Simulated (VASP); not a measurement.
**GeMo (WC type): single point with PBE**

The system is GeMo (WC type).

```
Mo Ge
1.0
     3.04584    0.00000    0.00000
    -1.52292    2.63778    0.00000
     0.00000    0.00000    3.64176
Mo Ge
1 1
Direct
  0.00000 0.00000 0.00000
  0.33333 0.66667 0.50000
```

| Property | Result |
| --- | --- |
| Program | VASP 6.6.1 |
| Task | single point |
| Functional | PBE |
| Potentials or basis | VASP PAW PBE potentials, release 64 (Mo_sv, Ge_d) |
| Cutoff | 520 eV |
| k mesh | 13 × 13 × 12 |
| Occupations | fermi-dirac, width 0.08 eV |
| Spin | no spin polarisation |
| Dipole correction | no |
| Further INCAR settings | ALGO = Normal; EDIFF = 1e-06; NBANDS = 21 |

```yaml
Pressure: 19.5 GPa
Band_gap_on_the_k_mesh: zero (bands 14 and 15 overlap by 0.84 eV)
```

Stress tensor (GPa, compression positive):
```
19.43  0.00  0.00
 0.00 19.43  0.00
 0.00  0.00 19.55
```

Levels at points of the mesh, in eV from the Fermi level:
```csv
k point,band 12,band 13,band 14,band 15,band 16,band 17
"(0.00, 0.00, 0.00)",-1.33,-1.33,-0.41,0.97,0.97,8.09
"(0.00, 0.00, 0.50)",-0.76,-0.76,-0.38,-0.07,-0.07,7.41
```

Wall time 35 s on 1 thread of AMD EPYC 9R45 96-Core Processor (Zen 5), on a shared host, peak memory 0.18 GiB.

Caveat: the cell stands under pressure.
